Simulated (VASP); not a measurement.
Input of a VASP 6.6.1 run:

INCAR

```
SYSTEM = BeAs
  PREC = Accurate
  ENCUT = 600
  EDIFF = 1E-6
  ISMEAR = 0
  SIGMA = 0.1
  LREAL = .FALSE.
  LASPH = .TRUE.
  NELM = 100
  ALGO = Normal
  ISIF = 3
  LWAVE = .FALSE.
  LCHARG = .FALSE.
  GGA = PE
  IBRION = 2
  NSW = 100
  EDIFFG = -0.01
```

The input KPOINTS:

```
Automatic mesh
0
G
  18 18 18
  0 0 0
```

Contents of POSCAR:

```
BeAs
1.0
    3.0774008952      0.0000000000      0.0000000000
    0.0000000000      3.0774008952      0.0000000000
    0.0000000000      0.0000000000      3.0774008952
Be As
1 1
Direct
    0.0000000000      0.0000000000      0.0000000000
    0.5000000000      0.5000000000      0.5000000000
```

Potentials or basis: VASP PAW PBE potentials, release 64 (Be, As).

Launch:

```sh
$ cat potpaw_PBE.64/Be/POTCAR potpaw_PBE.64/As/POTCAR > POTCAR
$ mpirun -np 1 vasp_std > vasp.out
```

Problem. Estimate the space group after relaxing (to 0.1 Å).

Solution. Pm-3m (No. 221).

Problem. Estimate the relaxed cell.

Solution. a = 3.042 Å, b = 3.042 Å, c = 3.042 Å, α = 90.00°, β = 90.00°, γ = 90.00°.

Step by step:
```tsv
step	energy change (eV)	largest force (eV/Å)	pressure (GPa)	volume (Å³)
1	0.0000	0.0000	-2.83	29.14
2	-0.0091	0.0000	0.23	28.07
3	-0.0091	0.0000	0.00	28.14
```

Caveat: the highest band is partly filled, so the run has too few bands.
